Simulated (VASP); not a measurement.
# H2C7 in VASP: single point with LDA

Aim: the single point of H2C7 with LDA.

All numbers are computed with VASP 6.6.1; they aren't measurements. Logs are shortened: lines on timing, memory, paths and dates and some standing lists are left out, and cuts for length are marked.

### Step 1. The cell of the first run

The cell holds a slab with vacuum, 36 atoms: a = 4.995 Å, b = 4.995 Å, c = 18.800 Å, α = 90.00°, β = 90.00°, γ = 90.00°.

### Step 2. Single point, LDA

File INCAR:

```
PREC = Accurate ; ENCUT = 520
EDIFF = 1E-7 ; ISMEAR = 0
SIGMA = 0.05 ; LREAL = Auto
LASPH = True ; NELM = 100
ALGO = Normal ; ISIF = 2
LWAVE = False ; LCHARG = False
LDIPOL = True ; IDIPOL = 3
DIPOL = 0.5 0.5 0.347 ; GGA = CA
NBANDS = 84
```

File KPOINTS:

```
Automatic mesh
0
Gamma
  5 5 1
```

File POSCAR:

```
H2C7
1.0
    4.9946309939      0.0000000000      0.0000000000
    0.0000000000      4.9946309939      0.0000000000
    0.0000000000      0.0000000000     18.8000119722
C H
28 8
Direct
    0.5000000000      0.5000000000      0.2474682362
    0.5000000000      0.0000000000      0.2474682362
    0.0000000000      0.5000000000      0.2474682362
    0.0000000000      0.0000000000      0.2474682362
    0.7500000000      0.5000000000      0.2944328000
    0.7500000000      0.0000000000      0.2944328000
    0.2500000000      0.5000000000      0.2944328000
    0.2500000000      0.0000000000      0.2944328000
    0.7500000000      0.7500000000      0.3413973638
    0.7500000000      0.2500000000      0.3413973638
    0.2500000000      0.7500000000      0.3413973638
    0.2500000000      0.2500000000      0.3413973638
   -0.0015133655      0.7500000000      0.3916784993
    0.0004384164      0.2500000000      0.3925108631
    0.5000029510      0.7500000000      0.3839558334
    0.5008499228      0.2500000000      0.3852238279
   -0.0008954664     -0.0042261825      0.4419617504
   -0.0008954664      0.5042261825      0.4419617504
    0.4997465228     -0.0085653089      0.4287653671
    0.4997465228      0.5085653089      0.4287653671
    0.2657616143     -0.0087314371      0.4844826871
    0.2657616143      0.5087314371      0.4844826871
    0.7322671038     -0.0027057967      0.4846308561
    0.7322671038      0.5027057967      0.4846308561
    0.3652071799      0.2500000000      0.5051379232
    0.3593745769      0.7500000000      0.5354570528
    0.6353292079      0.2500000000      0.5180912952
    0.6346337310      0.7500000000      0.5216462706
    0.5000000000      0.6422371450      0.2068557463
    0.5000000000      0.3577628550      0.2068557463
    0.5000000000      0.1422371450      0.2068557463
    0.5000000000     -0.1422371450      0.2068557463
    0.0000000000      0.3578221913      0.2067996000
    0.0000000000      0.6421778087      0.2067996000
    0.0000000000     -0.1421778087      0.2067996000
    0.0000000000      0.1421778087      0.2067996000
```

Potentials or basis: VASP PAW LDA potentials, release 64 (C, H).

On the command line:

```sh
> cat potpaw_LDA.64/C/POTCAR potpaw_LDA.64/H/POTCAR > POTCAR
> mpirun -np 1 vasp_std > vasp.out
```

OUTCAR:

```text
PREC = Accurate
   ENCUT = 520
   EDIFF = 1E-7
   ISMEAR = 0
   LREAL = Auto
   LASPH = True
   NELM = 100
   ISIF = 2
   GGA = CA

 ion  position               nearest neighbor table
   1  0.500  0.500  0.247-  29 1.04  30 1.04   5 1.53   7 1.53
   2  0.500  0.000  0.247-  31 1.04  32 1.04   6 1.53   8 1.53
   3  0.000  0.500  0.247-  33 1.04  34 1.04   5 1.53   7 1.53
   4  0.000  0.000  0.247-  35 1.04  36 1.04   6 1.53   8 1.53
   5  0.750  0.500  0.294-   9 1.53  10 1.53   1 1.53   3 1.53
   6  0.750  0.000  0.294-   9 1.53  10 1.53   2 1.53   4 1.53
[... 10 lines left out ...]
  17  0.999  0.996  0.442-  13 1.55  21 1.55  23 1.56  14 1.57
  18  0.999  0.504  0.442-  13 1.55  22 1.55  24 1.56  14 1.57
  19  0.500  0.991  0.429-  15 1.47  16 1.53  23 1.57  21 1.57  25 2.04
  20  0.500  0.509  0.429-  15 1.47  16 1.53  24 1.57  22 1.57  25 2.04
  21  0.266  0.991  0.484-  25 1.44  17 1.55  19 1.57  26 1.61
  22  0.266  0.509  0.484-  25 1.44  18 1.55  20 1.57  26 1.61
  23  0.732  0.997  0.485-  27 1.49  28 1.50  17 1.56  19 1.57
  24  0.732  0.503  0.485-  27 1.49  28 1.50  18 1.56  20 1.57
  25  0.365  0.250  0.505-  27 1.37  22 1.44  21 1.44  20 2.04  19 2.04
  26  0.359  0.750  0.535-  28 1.40  22 1.61  21 1.61
  27  0.635  0.250  0.518-  25 1.37  24 1.49  23 1.49
  28  0.635  0.750  0.522-  26 1.40  24 1.50  23 1.50
  29  0.500  0.642  0.207-   1 1.04
  30  0.500  0.358  0.207-   1 1.04
  31  0.500  0.142  0.207-   2 1.04
  32  0.500  0.858  0.207-   2 1.04
  33  0.000  0.358  0.207-   3 1.04
  34  0.000  0.642  0.207-   3 1.04
  35  0.000  0.858  0.207-   4 1.04
  36  0.000  0.142  0.207-   4 1.04

  LATTYP: Found a simple tetragonal cell.
 ALAT       =     4.9946309939
 C/A-ratio  =     3.7640442297

  Lattice vectors:

 A1 = (   4.9946309939,   0.0000000000,   0.0000000000)
 A2 = (   0.0000000000,   4.9946309939,   0.0000000000)
 A3 = (   0.0000000000,   0.0000000000,  18.8000119722)

Analysis of symmetry for initial positions (statically):
=====================================================================
 Subroutine PRICEL returns:
 Original cell was already a primitive cell.

 Routine SETGRP: Setting up the symmetry group for a
 simple tetragonal supercell.

 Subroutine GETGRP returns: Found  2 space group operations
 (whereof  1 operations were pure point group operations)
 out of a pool of 16 trial point group operations.

The static configuration has the point symmetry C_1 .
 The point group associated with its full space group is C_1h.

Analysis of symmetry for dynamics (positions and initial velocities):
=====================================================================
 Subroutine PRICEL returns:
 Original cell was already a primitive cell.

 Routine SETGRP: Setting up the symmetry group for a
 simple tetragonal supercell.

 Subroutine GETGRP returns: Found  2 space group operations
 (whereof  1 operations were pure point group operations)
 out of a pool of 16 trial point group operations.

The dynamic configuration has the point symmetry C_1 .
 The point group associated with its full space group is C_1h.

 Subroutine INISYM returns: Found  2 space group operations
 (whereof  1 operations are pure point group operations),
 and found     1 'primitive' translations

----------------------------------------------------------------------------------------

                                     Primitive cell

  volume of cell :     468.9915

  direct lattice vectors                    reciprocal lattice vectors
     4.994630994  0.000000000  0.000000000     0.200214991  0.000000000  0.000000000
     0.000000000  4.994630994  0.000000000     0.000000000  0.200214991  0.000000000
     0.000000000  0.000000000 18.800011972     0.000000000  0.000000000  0.053191455

  length of vectors
     4.994630994  4.994630994 18.800011972     0.200214991  0.200214991  0.053191455

  position of ions in fractional coordinates (direct lattice)
     0.500000000  0.500000000  0.247468236
     0.500000000  0.000000000  0.247468236
     0.000000000  0.500000000  0.247468236
     0.000000000  0.000000000  0.247468236
     0.750000000  0.500000000  0.294432800
     0.750000000  0.000000000  0.294432800
[... 28 lines left out ...]
     0.000000000  0.857822191  0.206799600
     0.000000000  0.142177809  0.206799600

  ion indices of the primitive-cell ions
   primitive index   ion index
                 1           1
                 2           2
                 3           3
                 4           4
                 5           5
                 6           6
[... 28 lines left out ...]
                35          35
                36          36

----------------------------------------------------------------------------------------

 KPOINTS: Automatic mesh

Automatic generation of k-mesh.
 Grid dimensions read from file:
 generate k-points for:    5    5    1

 Generating k-lattice:

  Cartesian coordinates                     Fractional coordinates (reciprocal lattice)
     0.040042998  0.000000000  0.000000000     0.200000000  0.000000000  0.000000000
     0.000000000  0.040042998  0.000000000     0.000000000  0.200000000  0.000000000
     0.000000000  0.000000000  0.053191455     0.000000000  0.000000000  1.000000000

  Length of vectors
     0.040042998  0.040042998  0.053191455

  Shift w.r.t. Gamma in fractional coordinates (k-lattice)
     0.000000000  0.000000000  0.000000000

 Subroutine IBZKPT returns following result:
 ===========================================

 Found      9 irreducible k-points:

 Following reciprocal coordinates:
            Coordinates               Weight
  0.000000  0.000000  0.000000      1.000000
  0.200000  0.000000  0.000000      2.000000
  0.000000  0.200000  0.000000      2.000000
  0.400000  0.000000  0.000000      2.000000
  0.000000  0.400000  0.000000      2.000000
  0.200000  0.200000  0.000000      4.000000
  0.400000  0.200000  0.000000      4.000000
 -0.200000  0.400000  0.000000      4.000000
  0.400000  0.400000  0.000000      4.000000
   k-points           NKPTS =      9   k-points in BZ     NKDIM =      9   number of bands    NBANDS=     84
   number of dos      NEDOS =    301   number of ions     NIONS =     36
   total plane-waves  NPLWV = 224000
   dimension x,y,z NGX =    40 NGY =   40 NGZ =  140
   dimension x,y,z NGXF=    80 NGYF=   80 NGZF=  280
   ions per type =              28   8
   NGX,Y,Z   is equivalent  to a cutoff of  13.31, 13.31, 12.38 a.u.
   NGXF,Y,Z  is equivalent  to a cutoff of  26.63, 26.63, 24.76 a.u.
 SYSTEM =  unknown system
   PREC   = accura    normal or accurate (medium, high low for compatibility)
   ISTART =      0    job   : 0-new  1-cont  2-samecut
   ICHARG =      2    charge: 1-file 2-atom 10-const
   ISPIN  =      1    spin polarized calculation?
   LNONCOLLINEAR =      F non collinear calculations
   LSORBIT =      F    spin-orbit coupling
   LASPH  =      T    aspherical Exc in radial PAW
   ENCUT  =  520.0 eV  38.22 Ry    6.18 a.u.   9.29  9.29 34.96*2*pi/ulx,y,z
   NELM   =    100;   NELMIN=  2; NELMDL= -5     # of ELM steps
   EDIFF  = 0.1E-06   stopping-criterion for ELM
   LREAL  =      T    real-space projection
   EDIFFG = 0.1E-05   stopping-criterion for IOM
   NSW    =      0    number of steps for IOM
   IBRION =     -1    ionic relax: 0-MD 1-quasi-New 2-CG
   NFREE  =      0    steps in history (QN), initial steepest desc. (CG)
   ISIF   =      2    stress and relaxation
   ISYM   =      2    0-nonsym 1-usesym 2-fastsym
   POTIM  = 0.5000    time-step for ionic-motion
   TEBEG  =    0.0;   TEEND  =   0.0 temperature during run
   PSTRESS=    0.0 pullay stress
   NELECT =     120.0000    total number of electrons
   NUPDOWN=      -1.0000    fix difference up-down
   EMIN   =  10.00;   EMAX   =-10.00  energy-range for DOS
   EFERMI =   0.00;   METHOD = LEGACY
   ISMEAR =     0;   SIGMA  =   0.05  broadening in eV -4-tet -1-fermi 0-gaus
   EFERMI_NEDOS =   21; number of points for ismear=-14 and -15
   IALGO  =     38    algorithm
   IMIX   =      4    mixing-type and parameters
     AMIX     =   0.40;   BMIX     =  1.00
     AMIX_MAG =   1.60;   BMIX_MAG =  1.00
  volume/ion in A,a.u.               =      13.03        87.91
  Fermi-wavevector in a.u.,A,eV,Ry     =   1.039314  1.964019 14.696664  1.080174
  Thomas-Fermi vector in A             =   2.173839
   LORBIT       =      0    0 simple, 1 ext, 2 COOP (PROOUT), +10 PAW based schemes
   GGA     = CA    functional components
   LHFCALC =     F    Hartree Fock is set to
   AEXX    =    0.0000 exact exchange contribution
   IVDW    =     0    specifies the selected vdW correction
   LEPSILON=     F    determine dielectric tensor
   LRPA    =     F    only Hartree local field effects (RPA)
 non-spin polarized calculation
 Gauss-broadening in eV      SIGMA  =   0.05
  energy-cutoff  :      520.00
  volume of cell :      468.99
 maximum number of plane-waves:     12689
 NGX is ok and might be reduce to    40
   NGX = 19   NGY = 19   NGZ = 69

 dipolmoment           0.000000      0.000000     -0.000226 electrons x Angstroem

 number of electron     120.0000009 magnetization

 dipolmoment           0.000000      0.000000      0.567866 electrons x Angstroem

 Free energy of the ion-electron system (eV)
  ---------------------------------------------------
  ext. energy  EPLUGINS =         0.00000000
  ---------------------------------------------------
  free energy    TOTEN  =      -294.35327280 eV

  energy without entropy =     -294.35327280  energy(sigma->0) =     -294.35327280

 E-fermi :   1.4592     XC(G=0):  -5.8989

 val. band max:        1.1794366714   @ k =   0.0000   0.0000   0.0000
 cond. band min:       2.0781221336   @ k =   0.4000   0.0000   0.0000
 fundamental gap:      0.8986854622
 Fermi energy:         1.4591992900

 k-point     1 :       0.0000    0.0000    0.0000
  band No.  band energies     occupation
      1     -20.5721      2.00000
      2     -19.0476      2.00000
      3     -16.6879      2.00000
      4     -16.1013      2.00000
      5     -16.0487      2.00000
      6     -15.8034      2.00000
[... 64 lines left out ...]
     71       6.3311      0.00000
     72       6.3845      0.00000

 k-point     2 :       0.2000    0.0000    0.0000
  band No.  band energies     occupation
      1     -20.4191      2.00000
      2     -18.9278      2.00000
      3     -17.3109      2.00000
      4     -16.6128      2.00000
      5     -15.9599      2.00000
      6     -15.8901      2.00000
[... 517 lines left out ...]
 k-point     9 :       0.4000    0.4000    0.0000
  band No.  band energies     occupation
      1     -19.3219      2.00000
      2     -18.4163      2.00000
      3     -17.9924      2.00000
      4     -17.5179      2.00000
      5     -17.0975      2.00000
      6     -16.6245      2.00000
[... 64 lines left out ...]
     71       6.6364      0.00000
     72       6.8378      0.00000
 [bands above 72 left out]

------------------------ aborting loop because EDIFF is reached ----------------------------------------

 vacuum level on the upper side and lower side of the slab       (xc-potential included)         1.853        -2.138

  FORCE on cell =-STRESS in cart. coord.  units (eV):
  Direction    XX          YY          ZZ          XY          YZ          ZX
  --------------------------------------------------------------------------------------
  -------------------------------------------------------------------------------------
  Total       -4.3653239     71.8415584     -5.9517535      0.0000000      0.0000000     -0.0141676
  in kB      -14.9129004    245.4264612    -20.3324905      0.0000000      0.0000000     -0.0483995
  external PRESSURE =      70.0603568 kB  Pullay stress =       0.0000000 kB

 VOLUME and BASIS-vectors are now :
 -----------------------------------------------------------------------------
  energy-cutoff  :      520.00
  volume of cell :      468.99
      direct lattice vectors                 reciprocal lattice vectors
     4.994630994  0.000000000  0.000000000     0.200214991  0.000000000  0.000000000
     0.000000000  4.994630994  0.000000000     0.000000000  0.200214991  0.000000000
     0.000000000  0.000000000 18.800011972     0.000000000  0.000000000  0.053191455

 POSITION                                       TOTAL-FORCE (eV/Angst)
 -----------------------------------------------------------------------------------
      2.49732      2.49732      4.65241         0.002670     -0.016058      2.001827
      2.49732      0.00000      4.65241         0.002670      0.016058      2.001827
      0.00000      2.49732      4.65241        -0.001862     -0.022894      1.827318
      0.00000      0.00000      4.65241        -0.001862      0.022894      1.827318
      3.74597      2.49732      5.53534         0.639216      0.004367     -1.852709
      3.74597      0.00000      5.53534         0.639216     -0.004367     -1.852709
[... 28 lines left out ...]
      0.00000      4.28451      3.88783         0.002137     -0.035941     -0.034411
      0.00000      0.71013      3.88783         0.000023      0.032651     -0.038956
 -----------------------------------------------------------------------------------
    total drift:                                0.008287      0.000000      0.016542

  FREE ENERGIE OF THE ION-ELECTRON SYSTEM (eV)
  ---------------------------------------------------
  free  energy   TOTEN  =      -294.3532728045 eV

  energy  without entropy=     -294.3532728045  energy(sigma->0) =     -294.35327280

 vacuum level on the upper side and lower side of the slab         7.029         2.922
```

Run time: 26 min. Hardware: 1 thread of Intel Xeon 8259CL, shared host; peak memory 0.51 GiB.

What came out:

```yaml
Free_energy: -294.3533 eV
Largest_force: 5.205 eV/Å
Band_gap_on_the_k_mesh: 0.90 eV (least direct gap 0.96 eV)
```

Forces in eV/Å, atoms in the order of the input:
```
C    0.003 -0.016  2.002
C    0.003  0.016  2.002
C   -0.002 -0.023  1.827
C   -0.002  0.023  1.827
C    0.639  0.004 -1.853
C    0.639 -0.004 -1.853
C   -0.636  0.007 -1.834
C   -0.636 -0.007 -1.834
C    0.872  0.000 -0.635
C    0.760  0.000  0.024
C   -1.011  0.000 -0.514
C   -0.637  0.000  0.080
C    0.007  0.000  0.007
C    0.003  0.000  0.003
C   -0.007  0.000  0.012
C   -0.001  0.000  0.010
C    0.002  0.009  0.014
C    0.002 -0.009  0.014
C    0.003  0.009 -0.020
C    0.003 -0.009 -0.020
C   -0.038 -0.038  0.011
C   -0.038  0.038  0.011
C    0.043 -0.003  0.003
C    0.043  0.003  0.003
C   -0.044  0.000  5.205
C   -0.045  0.000 -4.340
C    0.035  0.000  0.070
C    0.039  0.000  0.068
H    0.001  0.033 -0.034
H   -0.002 -0.034 -0.037
H   -0.002  0.034 -0.037
H    0.001 -0.033 -0.034
H    0.000 -0.033 -0.039
H    0.002  0.036 -0.034
H    0.002 -0.036 -0.034
H    0.000  0.033 -0.039
```
